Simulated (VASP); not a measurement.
# SrTiO3 (P4/mmm) in VASP: a series of runs

Runs on SrTiO3. Level: PBE. Tasks: electric field gradients.

Everything below comes from runs of VASP 6.6.1. Logs are shortened: lines on timing, memory, paths and dates and some standing lists are left out, and cuts for length are marked.

**1. The cell of the first run**

Symmetry: P4/mmm, No. 123, tetragonal system. The conventional cell has a = 3.905 Å, b = 3.905 Å, c = 3.827 Å, α = 90.00°, β = 90.00°, γ = 90.00°. Within 3.6 Å of Sr (site symmetry 4/mmm) lie 12 O at 2.73 to 2.76 Å and 8 Ti at 3.36 Å. Ti (site symmetry 4/mmm) has 6 O at 1.91 to 1.95 Å within 2.5 Å. O (site symmetry mmm) has 2 Ti at 1.95 Å within 2.6 Å. Within 2.5 Å of O (site symmetry 4/mmm) lie 2 Ti at 1.91 Å.

**2. Electric field gradients, PBE (zz strain of -2 %)**

File INCAR:

```
PREC = Accurate
ENCUT = 520
EDIFF = 1E-8
ISMEAR = -1
SIGMA = 0.05
LREAL = False
LASPH = True
NELM = 60
ALGO = Normal
ISIF = 2
LWAVE = False
LCHARG = False
GGA = PE
LEFG = True
NBANDS = 28
```

File KPOINTS:

```
regular mesh
0
Gamma
  7 7 7
```

File POSCAR:

```
SrTiO3
1.0
    3.9050000000      0.0000000000      0.0000000000
    0.0000000000      3.9050000000      0.0000000000
    0.0000000000      0.0000000000      3.8269000000
Sr Ti O
1 1 3
Direct
    0.0000000000      0.0000000000      0.0000000000
    0.5000000000      0.5000000000      0.5000000000
    0.0000000000      0.5000000000      0.5000000000
    0.5000000000      0.0000000000      0.5000000000
    0.5000000000      0.5000000000      0.0000000000
```

Potentials or basis: VASP PAW PBE potentials, release 64 (Sr_sv, Ti_sv, O).

The run is started by

```sh
$ cat potpaw_PBE.64/Sr_sv/POTCAR potpaw_PBE.64/Ti_sv/POTCAR potpaw_PBE.64/O/POTCAR > POTCAR
$ mpirun -np 1 vasp_std > vasp.out
```

OUTCAR:

```text
PREC = Accurate
   ENCUT = 520
   EDIFF = 1E-8
   ISMEAR = -1
   LREAL = False
   LASPH = True
   NELM = 60
   ISIF = 2
   GGA = PE

 ion  position               nearest neighbor table
   1  0.000  0.000  0.000-   3 2.73   4 2.73   3 2.73   4 2.73   3 2.73   3 2.73   4 2.73   4 2.73
                             5 2.76   5 2.76   5 2.76   5 2.76   2 3.36   2 3.36   2 3.36   2 3.36
   2  0.500  0.500  0.500-   5 1.91   5 1.91   3 1.95   4 1.95   4 1.95   3 1.95   1 3.36   1 3.36
                             1 3.36   1 3.36   1 3.36   1 3.36   1 3.36   1 3.36
   3  0.000  0.500  0.500-   2 1.95   2 1.95   1 2.73   1 2.73   1 2.73   1 2.73
   4  0.500  0.000  0.500-   2 1.95   2 1.95   1 2.73   1 2.73   1 2.73   1 2.73
   5  0.500  0.500  0.000-   2 1.91   2 1.91   1 2.76   1 2.76   1 2.76   1 2.76

  LATTYP: Found a simple tetragonal cell.
 ALAT       =     3.9050000000
 C/A-ratio  =     0.9800000000

  Lattice vectors:

 A1 = (   3.9050000000,   0.0000000000,   0.0000000000)
 A2 = (   0.0000000000,   3.9050000000,   0.0000000000)
 A3 = (   0.0000000000,   0.0000000000,   3.8269000000)

Analysis of symmetry for initial positions (statically):
=====================================================================
 Subroutine PRICEL returns:
 Original cell was already a primitive cell.

 Routine SETGRP: Setting up the symmetry group for a
 simple tetragonal supercell.

 Subroutine GETGRP returns: Found 16 space group operations
 (whereof 16 operations were pure point group operations)
 out of a pool of 16 trial point group operations.

The static configuration has the point symmetry D_4h.

Analysis of symmetry for dynamics (positions and initial velocities):
=====================================================================
 Subroutine PRICEL returns:
 Original cell was already a primitive cell.

 Routine SETGRP: Setting up the symmetry group for a
 simple tetragonal supercell.

 Subroutine GETGRP returns: Found 16 space group operations
 (whereof 16 operations were pure point group operations)
 out of a pool of 16 trial point group operations.

The dynamic configuration has the point symmetry D_4h.

 Subroutine INISYM returns: Found 16 space group operations
 (whereof 16 operations are pure point group operations),
[... 151 lines left out ...]

 val. band max:        4.2671912491   @ k =   0.4286   0.4286   0.4286
 cond. band min:       6.2015020227   @ k =   0.0000   0.0000   0.0000
 fundamental gap:      1.9343107736
 Fermi energy:         5.2717866714

 k-point     1 :       0.0000    0.0000    0.0000
  band No.  band energies     occupation
      1     -52.0467      2.00000
      2     -28.3958      2.00000
      3     -28.3210      2.00000
      4     -28.3005      2.00000
      5     -28.3005      2.00000
      6     -13.1780      2.00000
[... 733 lines left out ...]
     27      12.8120      0.00000
     28      12.9816      0.00000

 [... further k-points ...]

------------------------ aborting loop because EDIFF is reached ----------------------------------------

  FORCE on cell =-STRESS in cart. coord.  units (eV):
  Direction    XX          YY          ZZ          XY          YZ          ZX
  --------------------------------------------------------------------------------------
  -------------------------------------------------------------------------------------
  Total        2.6515963      2.6515963      4.6735913      0.0000000      0.0000000      0.0000000
  in kB       72.7995665     72.7995665    128.3134321      0.0000000      0.0000000      0.0000000
  external PRESSURE =      91.3041883 kB  Pullay stress =       0.0000000 kB

 VOLUME and BASIS-vectors are now :
 -----------------------------------------------------------------------------
  energy-cutoff  :      520.00
  volume of cell :       58.36
      direct lattice vectors                 reciprocal lattice vectors
     3.905000000  0.000000000  0.000000000     0.256081946  0.000000000  0.000000000
     0.000000000  3.905000000  0.000000000     0.000000000  0.256081946  0.000000000
     0.000000000  0.000000000  3.826900000     0.000000000  0.000000000  0.261308108

 POSITION                                       TOTAL-FORCE (eV/Angst)
 -----------------------------------------------------------------------------------
      0.00000      0.00000      0.00000         0.000000      0.000000      0.000000
      1.95250      1.95250      1.91345         0.000000      0.000000      0.000000
      0.00000      1.95250      1.91345         0.000000      0.000000      0.000000
      1.95250      0.00000      1.91345         0.000000      0.000000      0.000000
      1.95250      1.95250      0.00000         0.000000      0.000000      0.000000
 -----------------------------------------------------------------------------------
    total drift:                                0.000000      0.000000     -0.000000

  FREE ENERGIE OF THE ION-ELECTRON SYSTEM (eV)
  ---------------------------------------------------
  free  energy   TOTEN  =       -40.0098069033 eV

  energy  without entropy=      -40.0098069028  energy(sigma->0) =      -40.00980690

 Electric field gradients (V/A^2)
---------------------------------------------------------------------
 ion       V_xx      V_yy      V_zz      V_xy      V_xz      V_yz
---------------------------------------------------------------------
   1       1.150     1.150    -2.300    -0.000    -0.000     0.000
   2      10.475    10.475   -20.950     0.000    -0.000    -0.000
   3      12.338    -2.728    -9.610    -0.000    -0.000     0.000
   4      -2.728    12.338    -9.610     0.000     0.000     0.000
   5      -1.627    -1.627     3.254     0.000     0.000    -0.000
---------------------------------------------------------------------

 Electric field gradients after diagonalization (V/A^2)
 (convention: |V_zz| > |V_xx| > |V_yy|)
----------------------------------------------------------------------
 ion       V_xx      V_yy      V_zz     asymmetry (V_yy - V_xx)/ V_zz
----------------------------------------------------------------------
   1       1.150     1.150    -2.300       0.000
   2      10.475    10.475   -20.950       0.000
   3      -9.610    -2.728    12.338       0.558
   4      -9.610    -2.728    12.338       0.558
   5      -1.627    -1.627     3.254       0.000
----------------------------------------------------------------------

           NMR quadrupolar parameters

 Cq : quadrupolar parameter    Cq=e*Q*V_zz/h
 eta: asymmetry parameters     (V_yy - V_xx)/ V_zz
 Q  : nuclear electric quadrupole moment in mb (millibarn)
----------------------------------------------------------------------
 ion       Cq(MHz)       eta       Q (mb)
----------------------------------------------------------------------
   1      -0.006       0.000       1.000
   2      -0.051       0.000       1.000
   3       0.030       0.558       1.000
   4       0.030       0.558       1.000
   5       0.008       0.000       1.000
----------------------------------------------------------------------
```

OSZICAR:

```text
N       E                     dE             d eps       ncg     rms          rms(c)
DAV:   1     0.434339423310E+03    0.43434E+03   -0.21401E+04  2240   0.160E+03
DAV:   2    -0.627857905412E+01   -0.44062E+03   -0.42155E+03  2580   0.440E+02
[... 11 lines left out ...]
DAV:  14    -0.400098106341E+02   -0.58317E-05   -0.77560E-05  2988   0.690E-02    0.265E-02
DAV:  15    -0.400098071613E+02    0.34728E-05   -0.10118E-05  3272   0.272E-02    0.141E-02
DAV:  16    -0.400098067409E+02    0.42036E-06   -0.11042E-05  2548   0.226E-02    0.556E-03
DAV:  17    -0.400098068445E+02   -0.10358E-06   -0.11077E-06  2652   0.954E-03    0.228E-03
DAV:  18    -0.400098069000E+02   -0.55495E-07   -0.79473E-08  2748   0.212E-03    0.157E-03
DAV:  19    -0.400098069033E+02   -0.32901E-08   -0.84955E-08  2624   0.246E-03
   1 F= -.40009807E+02 E0= -.40009807E+02  d E =-.507032E-09
```

Run time: 2.5 min. Hardware: 1 thread of AMD EPYC 7R13, shared host; peak memory 0.18 GiB.

What came out:

```yaml
Free_energy: -40.0098 eV
Pressure: 9.1 GPa
Band_gap_on_the_k_mesh: 1.93 eV, indirect (least direct gap 2.20 eV)
```

Stress tensor (GPa, compression positive):
```
 7.28  0.00  0.00
 0.00  7.28  0.00
 0.00  0.00 12.83
```

Levels at points of the mesh, in eV from the valence-band top:
| k point | band 17 | band 18 | band 19 | band 20 | band 21 | band 22 | band 23 | band 24 |
| --- | --- | --- | --- | --- | --- | --- | --- | --- |
| (0.00, 0.00, 0.00) | -1.09 | -0.29 | -0.29 | -0.26 | 1.93 | 1.97 | 1.97 | 4.43 |

Electric field gradients, principal values (V/Å²):
| atom | least | middle | greatest (by size) |
| --- | --- | --- | --- |
| 1 Sr | 1.150 | 1.150 | -2.300 |
| 2 Ti | 10.475 | 10.475 | -20.950 |
| 3 O | -2.728 | -9.610 | 12.338 |
| 4 O | -2.728 | -9.610 | 12.338 |
| 5 O | -1.627 | -1.627 | 3.254 |

Caveat: the cell differs from its parent crystal (zz strain of -2 %); without QUAD_EFG the Cq values of the log hold for a quadrupole moment of 1 mb, not for the nuclei.

**3. Electric field gradients, PBE (zz strain of -2 %)**

File INCAR:

```
SYSTEM = SrTiO3
PREC = Accurate ; ENCUT = 520
EDIFF = 1E-8 ; ISMEAR = -1
SIGMA = 0.05 ; LREAL = .False.
LASPH = .True. ; NELM = 60
ALGO = Normal ; ISIF = 2
LWAVE = .False. ; LCHARG = .False.
GGA = PE ; LEFG = .True.
NBANDS = 28
```

File KPOINTS:

```
regular mesh
0
Gamma
  7 7 7
  0 0 0
```

POSCAR is that of step 2.

Potentials or basis: VASP PAW PBE potentials, release 64 (Sr_sv, Ti_sv, O).

The run is started by

```sh
$ cat potpaw_PBE.64/Sr_sv/POTCAR potpaw_PBE.64/Ti_sv/POTCAR potpaw_PBE.64/O/POTCAR > POTCAR
$ mpirun -np 1 vasp_std > vasp.out
```

OUTCAR:

```text
SYSTEM = SrTiO3
   PREC = Accurate
   ENCUT = 520
   EDIFF = 1E-8
   ISMEAR = -1
   LREAL = .False.
   LASPH = .True.
   NELM = 60
   ISIF = 2
   GGA = PE

 ion  position               nearest neighbor table
   1  0.000  0.000  0.000-   3 2.73   4 2.73   3 2.73   4 2.73   3 2.73   3 2.73   4 2.73   4 2.73
                             5 2.76   5 2.76   5 2.76   5 2.76   2 3.36   2 3.36   2 3.36   2 3.36
   2  0.500  0.500  0.500-   5 1.91   5 1.91   3 1.95   4 1.95   4 1.95   3 1.95   1 3.36   1 3.36
                             1 3.36   1 3.36   1 3.36   1 3.36   1 3.36   1 3.36
   3  0.000  0.500  0.500-   2 1.95   2 1.95   1 2.73   1 2.73   1 2.73   1 2.73
   4  0.500  0.000  0.500-   2 1.95   2 1.95   1 2.73   1 2.73   1 2.73   1 2.73
   5  0.500  0.500  0.000-   2 1.91   2 1.91   1 2.76   1 2.76   1 2.76   1 2.76

  LATTYP: Found a simple tetragonal cell.
[... 984 lines left out ...]
   4      -2.728    12.338    -9.610     0.000     0.000     0.000
   5      -1.627    -1.627     3.254     0.000     0.000    -0.000
---------------------------------------------------------------------

 Electric field gradients after diagonalization (V/A^2)
 (convention: |V_zz| > |V_xx| > |V_yy|)
----------------------------------------------------------------------
 ion       V_xx      V_yy      V_zz     asymmetry (V_yy - V_xx)/ V_zz
----------------------------------------------------------------------
   1       1.150     1.150    -2.300       0.000
   2      10.475    10.475   -20.950       0.000
   3      -9.610    -2.728    12.338       0.558
   4      -9.610    -2.728    12.338       0.558
   5      -1.627    -1.627     3.254       0.000
----------------------------------------------------------------------

           NMR quadrupolar parameters

 Cq : quadrupolar parameter    Cq=e*Q*V_zz/h
 eta: asymmetry parameters     (V_yy - V_xx)/ V_zz
 Q  : nuclear electric quadrupole moment in mb (millibarn)
----------------------------------------------------------------------
 ion       Cq(MHz)       eta       Q (mb)
----------------------------------------------------------------------
   1      -0.006       0.000       1.000
   2      -0.051       0.000       1.000
   3       0.030       0.558       1.000
   4       0.030       0.558       1.000
   5       0.008       0.000       1.000
----------------------------------------------------------------------
```

Wall time 2.5 min (1 thread of AMD EPYC 7R13, shared host); peak memory 0.18 GiB.

What came out:

- Free energy: -40.0098 eV
- Pressure: 9.1 GPa
- Band gap on the k mesh: 1.93 eV, indirect (least direct gap 2.20 eV)

Levels at points of the mesh, in eV from the valence-band top:
```tsv
k point	band 18	band 19	band 20	band 21	band 22	band 23
(0.00, 0.00, 0.00)	-0.29	-0.29	-0.26	1.93	1.97	1.97
```

Electric field gradients, principal values (V/Å²):
```
atom   least  middle  greatest (by size)
1 Sr   1.150   1.150              -2.300
2 Ti  10.475  10.475             -20.950
 3 O  -2.728  -9.610              12.338
 4 O  -2.728  -9.610              12.338
 5 O  -1.627  -1.627               3.254
```

Caveat: the cell differs from its parent crystal (zz strain of -2 %); without QUAD_EFG the Cq values of the log hold for a quadrupole moment of 1 mb, not for the nuclei.

[end of part 1 of 2]
